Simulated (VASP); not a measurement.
Here is a VASP 6.6.1 calculation.

INCAR

```
  ALGO = Fast
  EDIFF = 1E-6
  ENCUT = 520
  GGA = PS
  ISIF = 2
  ISMEAR = 0
  LASPH = True
  LCHARG = False
  LREAL = False
  LWAVE = False
  NBANDS = 24
  NELM = 60
  PREC = Accurate
  SIGMA = 0.15
```

The input KPOINTS:

```
k-points
0
Gamma
  12 12 10
```

File POSCAR:

```
Al3Cu2
1.0
    4.0985856014      0.0000000000      0.0000000000
   -2.0492928007      3.5494792504      0.0000000000
    0.0000000000      0.0000000000      4.9821008425
Al Cu
3 2
Direct
   -0.0544263402     -0.0398428463      0.0000000000
    0.3333333333      0.6666666667      0.3515059809
    0.6666666667      0.3333333333      0.6484940191
    0.3333333333      0.6666666667      0.8422899817
    0.6666666667      0.3333333333      0.1577100183
```

Potentials or basis: VASP PAW PBE potentials, release 64 (Al, Cu).

Command:

```sh
$ cat potpaw_PBE.64/Al/POTCAR potpaw_PBE.64/Cu/POTCAR > POTCAR
$ mpirun -np 1 vasp_std > vasp.out
```

Problem. Predict the pressure.

Solution. 1.4 GPa.

Problem. What does it give for the band gap on the k mesh?

Solution. Zero (an odd number of electrons rules out a gap without spin polarisation).

Stress tensor (GPa, compression positive):
```
1.56 0.65 0.64
0.65 1.51 0.00
0.64 0.00 1.09
```

Caveat: the cell differs from its parent crystal (atom 1 (Al) moved -0.200 Å along Cartesian [1 1 0]); the PAW data sets were made with another functional, which shifts forces and pressure a little.
